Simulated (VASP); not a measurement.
Write the native input for VASP 6.6.1 that does the following.

* Task: single point
* Functional: PBE
* Potentials or basis: VASP PAW PBE potentials, release 64 (Ca_sv, Hf_pv)
* Cutoff: 520 eV
* k mesh: 4 × 6 × 4
* Occupations: gaussian, width 0.1 eV
* Spin: no spin polarisation
* Dipole correction: no
* Further INCAR settings: ALGO = Normal; EDIFF = 1e-07; NBANDS = 28

The structure of CaHf lies in POSCAR:

```
CaHf
1.0
    5.1093914795      0.0000000000      0.0000000000
    0.0000000000      3.3321809687      0.0000000000
    0.0000000000      0.0000000000      6.8618199346
Ca Hf
2 2
Direct
    0.7500000000      0.0000000000      0.6709035203
    0.2500000000      0.0000000000      0.3290964797
    0.7500000000      0.5000000000      0.0964288623
    0.2500000000      0.5000000000      0.9035711377
```

The input as run:

INCAR

```
PREC = Accurate ; ENCUT = 520
EDIFF = 1E-7 ; ISMEAR = 0
SIGMA = 0.1 ; LREAL = False
LASPH = True ; NELM = 60
ALGO = Normal ; ISIF = 2
LWAVE = False ; LCHARG = False
GGA = PE ; NBANDS = 28
```

KPOINTS

```
Automatic mesh
0
Gamma
  4 6 4
```

Potentials or basis: VASP PAW PBE potentials, release 64 (Ca_sv, Hf_pv).

The run is started by

```bash
$ cat potpaw_PBE.64/Ca_sv/POTCAR potpaw_PBE.64/Hf_pv/POTCAR > POTCAR
$ mpirun -np 1 vasp_std > vasp.out
```

It gave:

| Property | Result |
| --- | --- |
| Pressure | 0.0 GPa |
| Largest force | 0.010 eV/Å |
| Band gap on the k mesh | zero (band 20 reaches 3.54 eV, above the bottom of band 21 at 2.99 eV) |

Caveat: spin-orbit coupling is left out, which moves the levels of the heavy elements.

Wall time 56 s on 1 thread of Intel(R) Xeon(R) 6975P-C (Granite Rapids), with other jobs on the host, peak memory 0.29 GiB.
